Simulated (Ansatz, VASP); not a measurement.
## V in VASP and in Ansatz

```
V
1.0
     2.99710    0.00000    0.00000
     0.00000    2.99710    0.00000
     0.00000    0.00000    2.99710
V
2
Direct
  0.00000 0.00000 0.00000
  0.50000 0.50000 0.50000
```

Alike in both runs: task single point; functional PBE; k mesh 11 × 11 × 11; occupations fermi-dirac, width 0.05 eV; no spin polarisation.

|  | VASP | Ansatz |
| --- | --- | --- |
| version | VASP 6.6.1 | Ansatz 0.2.0 |
| potentials or method | VASP PAW PBE potentials, release 64 (V_sv), cutoff 520 eV | all-electron LAPW, scalar-relativistic |

Ansatz gave:

- pressure (GPa): 0.1

Q: What did VASP give for the same quantities?

A: Pressure (GPa): 0.4.

Ansatz ran all-electron here, and VASP with PAW potentials.
